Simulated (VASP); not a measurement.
# Al8H in VASP: a series of runs, part 2 of 2

VASP 6.6.1. The steps go on from the part before.

## (4) Single point, PBE

Contents of INCAR:

```
PREC = Accurate
ENCUT = 520
EDIFF = 1E-6
ISMEAR = 0
SIGMA = 0.1
LREAL = Auto
LASPH = T
NELM = 100
ALGO = Normal
ISIF = 2
LWAVE = F
LCHARG = F
LDIPOL = T
IDIPOL = 3
DIPOL = 0.5 0.5 0.305
GGA = PE
NBANDS = 40
```

Contents of KPOINTS:

```
regular mesh
0
Gamma
  5 4 1
```

Contents of POSCAR:

```
Al8H
1.0
    5.7135165837      0.0000000000      0.0000000000
    0.0000000000      8.0801326415      0.0000000000
    0.0000000000      0.0000000000     22.2432786975
Al H
16 2
Direct
    0.2500000000      0.2500000000      0.1798296040
    0.2500000000      0.7500000000      0.1798296040
    0.7500000000      0.2500000000      0.1798296040
    0.7500000000      0.7500000000      0.1798296040
    0.0000000000      0.0000000000      0.2440458181
    0.0000000000      0.5000000000      0.2440458181
    0.5000000000      0.0000000000      0.2440458181
    0.5000000000      0.5000000000      0.2440458181
    0.2500000000      0.2500000000      0.3102598702
    0.2500000000      0.7500000000      0.3102598702
    0.7500000000      0.2500000000      0.3102598702
    0.7500000000      0.7500000000      0.3102598702
    0.0000000000      0.0000000000      0.3705963860
    0.0000000000      0.5000000000      0.3705963860
    0.5000000000      0.0000000000      0.3705963860
    0.5000000000      0.5000000000      0.3705963860
    0.2500000000      0.2035898708      0.5324430296
    0.2500000000      0.2964101292      0.5324430296
```

Potentials or basis: VASP PAW PBE potentials, release 64 (Al, H).

The run is started by

```bash
$ cat potpaw_PBE.64/Al/POTCAR potpaw_PBE.64/H/POTCAR > POTCAR
$ mpirun -np 1 vasp_std > vasp.out
```

OUTCAR:

```text
PREC = Accurate
   ENCUT = 520
   EDIFF = 1E-6
   ISMEAR = 0
   LREAL = Auto
   LASPH = T
   NELM = 100
   ISIF = 2
   GGA = PE

 ion  position               nearest neighbor table
   1  0.250  0.250  0.180-   3 2.86   3 2.86   6 2.86   7 2.86   8 2.86   5 2.86   9 2.90
   2  0.250  0.750  0.180-   4 2.86   4 2.86   6 2.86   7 2.86   8 2.86   5 2.86  10 2.90
   3  0.750  0.250  0.180-   1 2.86   1 2.86   6 2.86   7 2.86   8 2.86   5 2.86  11 2.90
   4  0.750  0.750  0.180-   2 2.86   2 2.86   6 2.86   7 2.86   8 2.86   5 2.86  12 2.90
   5  0.000  0.000  0.244-  13 2.81   7 2.86   7 2.86   4 2.86   1 2.86   2 2.86   3 2.86  11 2.88
                            12 2.88   9 2.88  10 2.88
   6  0.000  0.500  0.244-  14 2.81   8 2.86   8 2.86   4 2.86   1 2.86   2 2.86   3 2.86  11 2.88
                            12 2.88   9 2.88  10 2.88
   7  0.500  0.000  0.244-  15 2.81   5 2.86   5 2.86   4 2.86   1 2.86   2 2.86   3 2.86  11 2.88
                            12 2.88   9 2.88  10 2.88
   8  0.500  0.500  0.244-  16 2.81   6 2.86   6 2.86   4 2.86   1 2.86   2 2.86   3 2.86  11 2.88
                            12 2.88   9 2.88  10 2.88
   9  0.250  0.250  0.310-  13 2.81  14 2.81  15 2.81  16 2.81  11 2.86  11 2.86   7 2.88   8 2.88
[... 587 lines left out ...]
 [bands above 37 left out]

------------------------ aborting loop because EDIFF is reached ----------------------------------------

 vacuum level on the upper side and lower side of the slab       (xc-potential included)        -0.015        -0.010

  FORCE on cell =-STRESS in cart. coord.  units (eV):
  Direction    XX          YY          ZZ          XY          YZ          ZX
  --------------------------------------------------------------------------------------
  -------------------------------------------------------------------------------------
  Total      -11.9020613     -3.7753352     -1.2668884      0.0000000      0.0000000      0.0000000
  in kB      -18.5700032     -5.8904071     -1.9766427      0.0000000      0.0000000      0.0000000
  external PRESSURE =      -8.8123510 kB  Pullay stress =       0.0000000 kB

 VOLUME and BASIS-vectors are now :
 -----------------------------------------------------------------------------
  energy-cutoff  :      520.00
  volume of cell :     1026.88
      direct lattice vectors                 reciprocal lattice vectors
     5.713516584  0.000000000  0.000000000     0.175023558  0.000000000  0.000000000
     0.000000000  8.080132642  0.000000000     0.000000000  0.123760345  0.000000000
     0.000000000  0.000000000 22.243278697     0.000000000  0.000000000  0.044957401

 POSITION                                       TOTAL-FORCE (eV/Angst)
 -----------------------------------------------------------------------------------
      1.42838      2.02003      4.00000         0.000000      0.000000      0.215998
      1.42838      6.06010      4.00000         0.000000      0.000000      0.215823
      4.28514      2.02003      4.00000         0.000000      0.000000      0.213187
      4.28514      6.06010      4.00000         0.000000      0.000000      0.215424
      0.00000      0.00000      5.42838        -0.000286     -0.000771     -0.207327
      0.00000      4.04007      5.42838        -0.000286      0.000771     -0.207327
[... 10 lines left out ...]
      1.42838      1.64503     11.84328         0.000000     -0.009484      0.002537
      1.42838      2.39503     11.84328         0.000000      0.009484      0.002537
 -----------------------------------------------------------------------------------
    total drift:                               -0.000000     -0.000000     -0.013930

  FREE ENERGIE OF THE ION-ELECTRON SYSTEM (eV)
  ---------------------------------------------------
  free  energy   TOTEN  =       -61.4725950699 eV

  energy  without entropy=      -61.4356592441  energy(sigma->0) =      -61.45412716

 vacuum level on the upper side and lower side of the slab         3.193         3.198
```

OSZICAR:

```text
N       E                     dE             d eps       ncg     rms          rms(c)
DAV:   1     0.181530063809E+03    0.18153E+03   -0.14142E+04   720   0.853E+02
DAV:   2    -0.502158021109E+02   -0.23175E+03   -0.22063E+03   984   0.149E+02
DAV:   3    -0.645464487498E+02   -0.14331E+02   -0.13932E+02   864   0.368E+01
[... 17 lines left out ...]
DAV:  21    -0.614725776641E+02   -0.82846E-05   -0.39731E-07   712   0.174E-03    0.688E-04
DAV:  22    -0.614725886783E+02   -0.11014E-04   -0.49447E-07   712   0.136E-03    0.282E-04
DAV:  23    -0.614725929561E+02   -0.42778E-05   -0.16679E-07   656   0.937E-04    0.590E-04
DAV:  24    -0.614725946846E+02   -0.17286E-05   -0.62896E-08   568   0.670E-04    0.166E-04
DAV:  25    -0.614725950699E+02   -0.38525E-06   -0.16985E-08   576   0.473E-04
   1 F= -.61472595E+02 E0= -.61454127E+02  d E =-.369358E-01
```

stdout:

```text
POSCAR found type information on POSCAR AlH
 POSCAR found :  2 types and      18 ions
 scaLAPACK will be used
 LDA part: xc-table for (Slater+PW92), standard interpolation
 POSCAR, INCAR and KPOINTS ok, starting setup
 FFT: planning ... GRIDC
 FFT: planning ... GRID_SOFT
 FFT: planning ... GRID
 WAVECAR not read
 entering main loop
```

It took 13 min on 1 thread of Intel Xeon 6975P-C, shared host; peak memory 0.9 GiB.

Results:

| Property | Result |
| --- | --- |
| Free energy | -61.4726 eV |
| Largest force | 0.216 eV/Å |
| Band gap on the k mesh | zero (band 25 reaches -0.54 eV, above the bottom of band 26 at -1.02 eV) |

Forces in eV/Å, atoms in the order of the input:
```
Al   0.000  0.000  0.216
Al   0.000  0.000  0.216
Al   0.000  0.000  0.213
Al   0.000  0.000  0.215
Al   0.000 -0.001 -0.207
Al   0.000  0.001 -0.207
Al   0.000 -0.001 -0.207
Al   0.000  0.001 -0.207
Al   0.000  0.000 -0.014
Al   0.000  0.000 -0.016
Al   0.000  0.000 -0.016
Al   0.000  0.000 -0.015
Al  -0.001 -0.001  0.006
Al  -0.001  0.001  0.006
Al   0.001 -0.001  0.006
Al   0.001  0.001  0.006
H    0.000 -0.009  0.003
H    0.000  0.009  0.003
```

## (5) Single point, PBE

Contents of INCAR:

```
SYSTEM = Al8H
ALGO = Normal ; DIPOL = 0.5 0.5 0.291
EDIFF = 1E-6 ; ENCUT = 520
GGA = PE ; IDIPOL = 3
ISIF = 2 ; ISMEAR = 0
LASPH = .True. ; LCHARG = .True.
LDIPOL = .True. ; LELF = .True.
LREAL = Auto ; LVACPOTAV = .True.
LVHAR = .True. ; LWAVE = .False.
NBANDS = 40 ; NELM = 60
PREC = Accurate ; SIGMA = 0.1
```

Contents of KPOINTS:

```
k-points
0
Gamma
  5 4 1
  0 0 0
```

POSCAR: that of step 4 with these lines changed.

```diff
@@ -24,3 +24,3 @@
     0.5000000000      0.5000000000      0.3705963860
-    0.2500000000      0.2035898708      0.5324430296
-    0.2500000000      0.2964101292      0.5324430296
+    0.2500000000      0.1116978149      0.4052135847
+    0.2500000000      0.3883021851      0.4052135847
```

The run is started by

```bash
$ cat potpaw_PBE.64/Al/POTCAR potpaw_PBE.64/H/POTCAR > POTCAR
$ mpirun -np 1 vasp_std > vasp.out
```

Wall time 7.5 min (1 thread of AMD EPYC 9R45 (Zen 5), shared host); peak memory 0.86 GiB.

The run converged. Its results:

```
Free energy            : -60.5551 eV
Largest force          : 0.445 eV/Å
Band gap on the k mesh : zero (band 25 reaches -0.46 eV, above the bottom of band 26 at -1.11 eV)
```

Forces in eV/Å, atoms in the order of the input:
```
Al   0.000  0.000  0.164
Al   0.000  0.000  0.318
Al   0.000  0.000  0.318
Al   0.000  0.000  0.309
Al  -0.107  0.016 -0.220
Al  -0.107 -0.016 -0.220
Al   0.107  0.016 -0.220
Al   0.107 -0.016 -0.220
Al   0.000  0.000 -0.445
Al   0.000  0.000  0.429
Al   0.000  0.000  0.123
Al   0.000  0.000 -0.123
Al  -0.307 -0.038 -0.002
Al  -0.307  0.038 -0.002
Al   0.307 -0.038 -0.002
Al   0.307  0.038 -0.002
H    0.000 -0.317 -0.102
H    0.000  0.317 -0.102
```

Levels at points of the mesh, in eV from the Fermi level:
| k point | band 23 | band 24 | band 25 | band 26 | band 27 | band 28 | band 29 | band 30 |
| --- | --- | --- | --- | --- | --- | --- | --- | --- |
| (0.00, 0.00, 0.00) | -0.81 | -0.57 | -0.44 | -0.29 | -0.18 | 0.69 | 0.70 | 1.21 |
| (0.00, 0.50, 0.00) | -0.91 | -0.90 | -0.32 | -0.26 | 0.06 | 0.13 | 0.68 | 0.79 |
